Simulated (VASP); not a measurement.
Wanted: the native input for a VASP 6.6.1 run.

```yaml
Task: single point
Functional: PBE
Potentials_or_basis: VASP PAW PBE potentials, release 64 (W_sv, Cl)
Cutoff: 500 eV
k_mesh: 6 × 6 × 4
Occupations: gaussian, width 0.2 eV
Spin: no spin polarisation
Dipole_correction: no
Further_INCAR_settings: ALGO = Normal; EDIFF = 1e-06; NBANDS = 18
```

The structure of WCl lies in POSCAR:

```
WCl
1.0
    2.9434716811     -0.0000000023      0.0000000000
   -1.4717358385      2.5491212523      0.0000000000
    0.0000000000      0.0000000000      4.6519437360
W Cl
1 1
Direct
    0.0000000000      0.0000000000      0.0000000000
    0.0000000000      0.0000000000      0.5000000000
```

These files were run (other wordings do the same):

INCAR

```
SYSTEM = WCl
PREC = Accurate ; ENCUT = 500
EDIFF = 1E-6 ; ISMEAR = 0
SIGMA = 0.2 ; LREAL = .FALSE.
LASPH = .TRUE. ; NELM = 120
ALGO = Normal ; ISIF = 2
LWAVE = .FALSE. ; LCHARG = .FALSE.
GGA = PE ; NBANDS = 18
GGA_COMPAT = .FALSE.
```

KPOINTS

```
Automatic mesh
0
G
  6 6 4
  0 0 0
```

Potentials or basis: VASP PAW PBE potentials, release 64 (W_sv, Cl).

Launch:

```console
$ cat potpaw_PBE.64/W_sv/POTCAR potpaw_PBE.64/Cl/POTCAR > POTCAR
$ mpirun -np 1 vasp_std > vasp.out
```

Results of the run:

The pressure is -0.2 GPa.

Caveat: the k points lie up to 0.41 Å⁻¹ apart; an odd number of electrons without spin polarisation forces a metal; a magnetic or distorted state may lie lower.

It took 6.8 s on 1 thread of Intel(R) Xeon(R) Platinum 8559C (Emerald Rapids), on a shared host, peak memory 0.15 GiB.
